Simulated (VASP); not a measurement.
PbO2: single point with PBEsol

Crystal: PbO2.

```xyz
3
Lattice="0.0000 2.6373 2.6373 2.6373 0.0000 2.6373 2.6373 2.6373 0.0000" Properties=species:S:1:pos:R:3 pbc="T T T"
Pb    0.0000    0.0000    0.0000
O     1.3187    1.3187    1.3187
O     3.9560    3.9560    3.9560
```

This cell differs from its parent crystal: volume scaled by 0.97.

```yaml
Program: VASP 6.6.1
Task: single point
Functional: PBEsol
Potentials_or_basis: VASP PAW PBE potentials, release 64 (Pb_d, O)
Cutoff: 520 eV
k_mesh: 14 × 14 × 14
Occupations: gaussian, width 0.1 eV
Spin: no spin polarisation
Dipole_correction: no
Further_INCAR_settings: ALGO = Normal; EDIFF = 1e-07; NBANDS = 20
```

```
Pressure               : 5.4 GPa
Band gap on the k mesh : zero (band 13 reaches 6.48 eV, above the bottom of band 14 at 5.08 eV)
```

Levels at points of the mesh, in eV from the Fermi level:
```tsv
k point	band 11	band 12	band 13	band 14	band 15	band 16
(0.00, 0.00, 0.00)	-2.13	-1.39	-1.39	-1.39	7.01	7.01
(0.50, 0.00, 0.00)	-3.13	-1.55	-1.55	3.00	7.25	9.93
(0.50, 0.50, 0.00)	-0.33	-0.17	-0.17	1.92	6.53	9.35
```

Wall time 34 s on 1 thread of Intel(R) Xeon(R) 6975P-C (Granite Rapids) (shared host), peak memory 0.2 GiB.

Caveat: the PAW data sets were made with another functional, which shifts forces and pressure a little; spin-orbit coupling is left out, which moves the levels of the heavy elements.
